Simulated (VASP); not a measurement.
# Bi2Se3 (R-3m) in VASP: single point with PBEsol

Aim: the single point of Bi2Se3 with PBEsol.

All numbers are computed with VASP 6.6.1; they aren't measurements. Logs are shortened: lines on timing, memory, paths and dates and some standing lists are left out, and cuts for length are marked.

## 1. The cell of the first run

It takes space group R-3m (No. 166, trigonal). Conventional cell: a = 4.131 Å, b = 4.131 Å, c = 28.568 Å, α = 90.00°, β = 90.00°, γ = 120.00°. Bi (site symmetry 3m) has 6 Se at 2.85 to 3.06 Å within 3.8 Å. Se (site symmetry -3m) has 6 Bi at 3.06 Å within 4.0 Å. Se (site symmetry 3m) has 3 Bi at 2.85 Å and 3 Se at 3.50 Å within 3.8 Å.

## 2. Single point, PBEsol

INCAR reads:

```
SYSTEM = Bi2Se3
ALGO = Normal
EDIFF = 1E-6
ENCUT = 520
GGA = PS
ISIF = 2
ISMEAR = 0
LASPH = .True.
LCHARG = .True.
LELF = .True.
LREAL = Auto
LVHAR = .True.
LWAVE = .False.
NBANDS = 112
NELM = 100
PREC = Accurate
SIGMA = 0.05
```

KPOINTS reads:

```
k-points
0
Gamma
  3 3 3
  0 0 0
```

POSCAR reads:

```
Bi2Se3
1.0
    4.1310746735      7.1552312243      0.0000000000
   -4.1310746735      7.1552312243      0.0000000000
    0.0000000000      4.7701541496      9.5226204388
Bi Se
8 12
Direct
    0.5996675545      0.5996675545      0.2009973365
    0.5996675545      0.0996675545      0.2009973365
    0.0996675545      0.5996675545      0.2009973365
    0.0996675545      0.0996675545      0.2009973365
    0.4003324455      0.4003324455      0.7990026635
    0.4003324455      0.9003324455      0.7990026635
    0.9003324455      0.4003324455      0.7990026635
    0.9003324455      0.9003324455      0.7990026635
    0.0000000000      0.0000000000      0.0000000000
    0.0000000000      0.5000000000      0.0000000000
    0.5000000000      0.0000000000      0.0000000000
    0.5000000000      0.5000000000      0.0000000000
    0.7885254547      0.7885254547      0.6344236360
    0.7885254547      0.2885254547      0.6344236360
    0.2885254547      0.7885254547      0.6344236360
    0.2885254547      0.2885254547      0.6344236360
    0.2114745453      0.2114745453      0.3655763640
    0.2114745453      0.7114745453      0.3655763640
    0.7114745453      0.2114745453      0.3655763640
    0.7114745453      0.7114745453      0.3655763640
```

Potentials or basis: VASP PAW PBE potentials, release 64 (Bi_d, Se).

Started as:

```bash
$ cat potpaw_PBE.64/Bi_d/POTCAR potpaw_PBE.64/Se/POTCAR > POTCAR
$ mpirun -np 1 vasp_std > vasp.out
```

OUTCAR:

```text
SYSTEM = Bi2Se3
   EDIFF = 1E-6
   ENCUT = 520
   GGA = PS
   ISIF = 2
   ISMEAR = 0
   LASPH = .True.
   LREAL = Auto
   NELM = 100
   PREC = Accurate

 ion  position               nearest neighbor table
   1  0.600  0.600  0.201-  20 2.85  19 2.85  18 2.85  11 3.06  10 3.06  12 3.06
   2  0.600  0.100  0.201-  19 2.85  17 2.85  20 2.85  12 3.06   9 3.06  11 3.06
   3  0.100  0.600  0.201-  18 2.85  17 2.85  20 2.85  12 3.06   9 3.06  10 3.06
   4  0.100  0.100  0.201-  17 2.85  18 2.85  19 2.85  11 3.06  10 3.06   9 3.06
   5  0.400  0.400  0.799-  16 2.85  15 2.85  14 2.85  11 3.06  10 3.06  12 3.06
   6  0.400  0.900  0.799-  15 2.85  13 2.85  16 2.85  12 3.06   9 3.06  11 3.06
   7  0.900  0.400  0.799-  14 2.85  13 2.85  16 2.85  12 3.06   9 3.06  10 3.06
   8  0.900  0.900  0.799-  13 2.85  14 2.85  15 2.85  11 3.06  10 3.06   9 3.06
   9  0.000  0.000  0.000-   2 3.06   3 3.06   6 3.06   7 3.06   4 3.06   8 3.06
  10  0.000  0.500  0.000-   1 3.06   4 3.06   5 3.06   8 3.06   7 3.06   3 3.06
  11  0.500  0.000  0.000-   1 3.06   4 3.06   5 3.06   8 3.06   6 3.06   2 3.06
  12  0.500  0.500  0.000-   2 3.06   3 3.06   6 3.06   7 3.06   1 3.06   5 3.06
  13  0.789  0.789  0.634-   8 2.85   7 2.85   6 2.85
  14  0.789  0.289  0.634-   7 2.85   5 2.85   8 2.85
  15  0.289  0.789  0.634-   6 2.85   5 2.85   8 2.85
  16  0.289  0.289  0.634-   5 2.85   6 2.85   7 2.85
  17  0.211  0.211  0.366-   4 2.85   3 2.85   2 2.85
  18  0.211  0.711  0.366-   3 2.85   1 2.85   4 2.85
  19  0.711  0.211  0.366-   2 2.85   1 2.85   4 2.85
  20  0.711  0.711  0.366-   1 2.85   2 2.85   3 2.85

  LATTYP: Found a trigonal (rhomboedric) cell.
 ALAT       =    10.6505713758
 COS(alpha) =     0.6991082557

  Lattice vectors:

 A1 = (  -4.1310746735,  -2.3850770747,   9.5226204388)
 A2 = (   4.1310746735,  -2.3850770747,   9.5226204388)
 A3 = (   0.0000000000,   4.7701541496,   9.5226204388)

Analysis of symmetry for initial positions (statically):
=====================================================================
 Subroutine PRICEL returns following result:

  LATTYP: Found a trigonal (rhomboedric) cell.
 ALAT       =     9.8167658969
 COS(alpha) =     0.9114559819

  Lattice vectors:

 A1 = (  -2.0655373368,   1.1925385375,   9.5226204388)
 A2 = (  -0.0000000000,  -2.3850770747,   9.5226204388)
 A3 = (   2.0655373367,   1.1925385375,   9.5226204388)

   4 primitive cells build up your supercell.

 Routine SETGRP: Setting up the symmetry group for a
 trigonal (rhombohedral) supercell.

 Subroutine GETGRP returns: Found 12 space group operations
 (whereof 12 operations were pure point group operations)
 out of a pool of 12 trial point group operations.

The static configuration has the point symmetry D_3d.

Analysis of symmetry for dynamics (positions and initial velocities):
=====================================================================
 Subroutine PRICEL returns following result:

  LATTYP: Found a trigonal (rhomboedric) cell.
 ALAT       =     9.8167658969
 COS(alpha) =     0.9114559819

  Lattice vectors:

 A1 = (  -2.0655373368,   1.1925385375,   9.5226204388)
 A2 = (  -0.0000000000,  -2.3850770747,   9.5226204388)
 A3 = (   2.0655373367,   1.1925385375,   9.5226204388)

   4 primitive cells build up your supercell.

 Routine SETGRP: Setting up the symmetry group for a
 trigonal (rhombohedral) supercell.

 Subroutine GETGRP returns: Found 12 space group operations
 (whereof 12 operations were pure point group operations)
 out of a pool of 12 trial point group operations.

The dynamic configuration has the point symmetry D_3d.

 Subroutine INISYM returns: Found 12 space group operations
 (whereof 12 operations are pure point group operations),
 and found     4 'primitive' translations

----------------------------------------------------------------------------------------

                                     Primitive cell

  volume of cell :     140.7386

  direct lattice vectors                    reciprocal lattice vectors
    -2.065537337  1.192538537  9.522620439    -0.242067762  0.139757887  0.035004370
    -0.000000000 -2.385077075  9.522620439     0.000000000 -0.279515775  0.035004370
     2.065537337  1.192538537  9.522620439     0.242067762  0.139757887  0.035004370

  length of vectors
     9.816765897  9.816765897  9.816765897     0.281699085  0.281699085  0.281699085

  position of ions in fractional coordinates (direct lattice)
     0.400332446  0.400332445  0.400332446
     0.599667554  0.599667555  0.599667554
     0.000000000  1.000000000  0.000000000
     0.211474545  0.211474545  0.211474545
     0.788525455  0.788525455  0.788525455

  ion indices of the primitive-cell ions
   primitive index   ion index
                 1           1
                 2           5
                 3          12
                 4          13
                 5          20

----------------------------------------------------------------------------------------

 KPOINTS: k-points

Automatic generation of k-mesh.
 Grid dimensions read from file:
 generate k-points for:    3    3    3

 Generating k-lattice:

  Cartesian coordinates                     Fractional coordinates (reciprocal lattice)
     0.040344627  0.023292981 -0.011668123     0.333333333  0.000000000  0.000000000
    -0.040344627  0.023292981 -0.011668123     0.000000000  0.333333333  0.000000000
     0.000000000  0.000000000  0.035004370     0.000000000  0.000000000  0.333333333

  Length of vectors
     0.048024962  0.048024962  0.035004370

  Shift w.r.t. Gamma in fractional coordinates (k-lattice)
     0.000000000  0.000000000  0.000000000

 Subroutine IBZKPT returns following result:
 ===========================================

 Found      6 irreducible k-points:

 Following reciprocal coordinates:
            Coordinates               Weight
  0.000000  0.000000  0.000000      1.000000
  0.333333  0.000000 -0.000000      6.000000
  0.333333  0.333333 -0.000000      6.000000
 -0.333333  0.333333  0.000000      6.000000
  0.000000  0.000000  0.333333      2.000000
 -0.333333 -0.000000  0.333333      6.000000
   k-points           NKPTS =      6   k-points in BZ     NKDIM =      6   number of bands    NBANDS=    112
   number of dos      NEDOS =    301   number of ions     NIONS =     20
   total plane-waves  NPLWV = 327680
   dimension x,y,z NGX =    64 NGY =   64 NGZ =   80
   dimension x,y,z NGXF=   128 NGYF=  128 NGZF=  160
   ions per type =               8  12
   NGX,Y,Z   is equivalent  to a cutoff of  12.88, 12.88, 12.49 a.u.
   NGXF,Y,Z  is equivalent  to a cutoff of  25.76, 25.76, 24.97 a.u.
 SYSTEM =  Bi2Se3
   PREC   = accura    normal or accurate (medium, high low for compatibility)
   ISTART =      0    job   : 0-new  1-cont  2-samecut
   ICHARG =      2    charge: 1-file 2-atom 10-const
   ISPIN  =      1    spin polarized calculation?
   LNONCOLLINEAR =      F non collinear calculations
   LSORBIT =      F    spin-orbit coupling
   LASPH  =      T    aspherical Exc in radial PAW
   ENCUT  =  520.0 eV  38.22 Ry    6.18 a.u.  15.36 15.36 19.80*2*pi/ulx,y,z
   NELM   =    100;   NELMIN=  2; NELMDL= -5     # of ELM steps
   EDIFF  = 0.1E-05   stopping-criterion for ELM
   LREAL  =      T    real-space projection
   EDIFFG = 0.1E-04   stopping-criterion for IOM
   NSW    =      0    number of steps for IOM
   IBRION =     -1    ionic relax: 0-MD 1-quasi-New 2-CG
   NFREE  =      0    steps in history (QN), initial steepest desc. (CG)
   ISIF   =      2    stress and relaxation
   ISYM   =      2    0-nonsym 1-usesym 2-fastsym
   POTIM  = 0.5000    time-step for ionic-motion
   TEBEG  =    0.0;   TEEND  =   0.0 temperature during run
   PSTRESS=    0.0 pullay stress
   NELECT =     192.0000    total number of electrons
   NUPDOWN=      -1.0000    fix difference up-down
   EMIN   =  10.00;   EMAX   =-10.00  energy-range for DOS
   EFERMI =   0.00;   METHOD = LEGACY
   ISMEAR =     0;   SIGMA  =   0.05  broadening in eV -4-tet -1-fermi 0-gaus
   EFERMI_NEDOS =   21; number of points for ismear=-14 and -15
   IALGO  =     38    algorithm
   IMIX   =      4    mixing-type and parameters
     AMIX     =   0.40;   BMIX     =  1.00
     AMIX_MAG =   1.60;   BMIX_MAG =  1.00
  volume/ion in A,a.u.               =      28.15       189.95
  Fermi-wavevector in a.u.,A,eV,Ry     =   1.143802  2.161472 17.800270  1.308283
  Thomas-Fermi vector in A             =   2.280496
   LORBIT       =      0    0 simple, 1 ext, 2 COOP (PROOUT), +10 PAW based schemes
   GGA     = PS    functional components
   LHFCALC =     F    Hartree Fock is set to
   AEXX    =    0.0000 exact exchange contribution
   IVDW    =     0    specifies the selected vdW correction
   LEPSILON=     F    determine dielectric tensor
   LRPA    =     F    only Hartree local field effects (RPA)
 non-spin polarized calculation
 Gauss-broadening in eV      SIGMA  =   0.05
  energy-cutoff  :      520.00
  volume of cell :      562.95
 maximum number of plane-waves:     15299
 NGX is ok and might be reduce to    64
   NGX = 31   NGY = 31   NGZ = 39

 number of electron     192.0000017 magnetization

 Free energy of the ion-electron system (eV)
  ---------------------------------------------------
  ext. energy  EPLUGINS =         0.00000000
  ---------------------------------------------------
  free energy    TOTEN  =       -88.23507688 eV

  energy without entropy =      -88.23455794  energy(sigma->0) =      -88.23481741

 E-fermi :   4.9967     XC(G=0):  -9.7209

 val. band max:        4.9376646348   @ k =   0.0000   0.0000   0.0000
 cond. band min:       5.0556870358   @ k =   0.0000   0.0000   0.0000
 fundamental gap:      0.1180224010
 Fermi energy:         4.9966758352

 k-point     1 :       0.0000    0.0000    0.0000
  band No.  band energies     occupation
      1     -18.1379      2.00000
      2     -18.1379      2.00000
      3     -18.1379      2.00000
      4     -18.1321      2.00000
      5     -18.1321      2.00000
      6     -18.1321      2.00000
[... 100 lines left out ...]
    107       7.4644      0.00000
    108       7.4644      0.00000
[... 553 lines left out ...]
    107       7.4767      0.00000
    108       7.5729      0.00000
 [bands above 108 left out]

------------------------ aborting loop because EDIFF is reached ----------------------------------------

  FORCE on cell =-STRESS in cart. coord.  units (eV):
  Direction    XX          YY          ZZ          XY          YZ          ZX
  --------------------------------------------------------------------------------------
  -------------------------------------------------------------------------------------
  Total        0.1387747      0.1387747      0.0278321      0.0000000      0.0000000      0.0000000
  in kB        0.3949550      0.3949550      0.0792106      0.0000000      0.0000000      0.0000000
  external PRESSURE =       0.2897068 kB  Pullay stress =       0.0000000 kB

 VOLUME and BASIS-vectors are now :
 -----------------------------------------------------------------------------
  energy-cutoff  :      520.00
  volume of cell :      562.95
      direct lattice vectors                 reciprocal lattice vectors
     4.131074673  7.155231224  0.000000000     0.121033881  0.069878944 -0.035004370
    -4.131074673  7.155231224  0.000000000    -0.121033881  0.069878944 -0.035004370
     0.000000000  4.770154150  9.522620439     0.000000000  0.000000000  0.105013111

 POSITION                                       TOTAL-FORCE (eV/Angst)
 -----------------------------------------------------------------------------------
      0.00000      9.54031      1.91402        -0.000000     -0.000000     -0.034601
      2.06554      5.96269      1.91402        -0.000000     -0.000000     -0.034601
     -2.06554      5.96269      1.91402        -0.000000     -0.000000     -0.034601
      0.00000      2.38508      1.91402        -0.000000     -0.000000     -0.034601
      0.00000      9.54031      7.60860        -0.000000      0.000000      0.034601
     -2.06554     13.11792      7.60860        -0.000000      0.000000      0.034601
[... 12 lines left out ...]
      2.06554      8.34777      3.48124        -0.000000      0.000000      0.039965
      0.00000     11.92539      3.48124        -0.000000      0.000000      0.039965
 -----------------------------------------------------------------------------------
    total drift:                                0.000000      0.000000      0.000000

  FREE ENERGIE OF THE ION-ELECTRON SYSTEM (eV)
  ---------------------------------------------------
  free  energy   TOTEN  =       -88.2350768825 eV

  energy  without entropy=      -88.2345579390  energy(sigma->0) =      -88.23481741
```

Wall time 13 min (1 thread of Intel Xeon 6975P-C, shared host); peak memory 0.77 GiB.

Results:

```
Free energy            : -88.2351 eV
Pressure               : 0.0 GPa
Largest force          : 0.040 eV/Å
Band gap on the k mesh : 0.12 eV
```

Forces in eV/Å, atoms in the order of the input:
```
Bi   0.000  0.000 -0.035
Bi   0.000  0.000 -0.035
Bi   0.000  0.000 -0.035
Bi   0.000  0.000 -0.035
Bi   0.000  0.000  0.035
Bi   0.000  0.000  0.035
Bi   0.000  0.000  0.035
Bi   0.000  0.000  0.035
Se   0.000  0.000  0.000
Se   0.000  0.000  0.000
Se   0.000  0.000  0.000
Se   0.000  0.000  0.000
Se   0.000  0.000 -0.040
Se   0.000  0.000 -0.040
Se   0.000  0.000 -0.040
Se   0.000  0.000 -0.040
Se   0.000  0.000  0.040
Se   0.000  0.000  0.040
Se   0.000  0.000  0.040
Se   0.000  0.000  0.040
```

Caveat: the PAW data sets were made with another functional, which shifts forces and pressure a little; spin-orbit coupling is left out, which moves the levels of the heavy elements. A k mesh can miss the band edges.
